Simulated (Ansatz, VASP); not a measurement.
# One calculation of Si, two programs

INCAR

```
PREC = Accurate ; ENCUT = 520
EDIFF = 1E-7 ; ISMEAR = -1
SIGMA = 0.05 ; LREAL = False
LASPH = True ; NELM = 100
ALGO = Normal ; ISIF = 2
LWAVE = False ; LCHARG = False
GGA = PE ; NBANDS = 11
```

Contents of KPOINTS:

```
regular mesh
0
Gamma
  13 13 13
```

POSCAR

```
Si
1.0
    0.0000000000      2.7349159646      2.7349159646
    2.7349159646      0.0000000000      2.7349159646
    2.7349159646      2.7349159646      0.0000000000
Si
2
Direct
    0.0000000000      0.0000000000      0.0310258162
    0.2500000000      0.2500000000      0.2500000000
```

Input for Ansatz:

```yaml
crystal:
  lattice:
    - [0.0, 2.7349159646, 2.7349159646]
    - [2.7349159646, 0.0, 2.7349159646]
    - [2.7349159646, 2.7349159646, 0.0]
  atoms:
    - { symbol: Si, position: [0.0, 0.0, 0.0310258162] }
    - { symbol: Si, position: [0.25, 0.25, 0.25] }
kpoints:
  mp_grid: { grid: [13, 13, 13] }
scf:
  occupations: { method: fermi_dirac, width: 0.05 }
hamiltonian:
  xc: pbe
  pseudopotentials: { kind: all_electron, lapw: { basis_error: 0.00025 } }
output:
  forces: true
  stress: true
  eigenvalues: true
```

Alike in both runs: task single point; functional PBE; k mesh 13 × 13 × 13; occupations fermi-dirac, width 0.05 eV; no spin polarisation.

|  | VASP | Ansatz |
| --- | --- | --- |
| version | VASP 6.6.1 | Ansatz 0.2.0 |
| potentials or method | VASP PAW PBE potentials, release 64 (Si), cutoff 520 eV | all-electron LAPW, scalar-relativistic |

```tsv
	VASP	Ansatz	Ansatz less VASP
pressure (GPa)	0.4	0.5	+0.05
traceless stress, the component that is largest in VASP (GPa)	3.05	3.07	+0.020
rms of the force components (eV/Å)	0.907	0.909	+0.0019
```

Atom by atom the forces differ by 0.002 eV/Å (rms over components). Ansatz ran all-electron here, and VASP with PAW potentials.
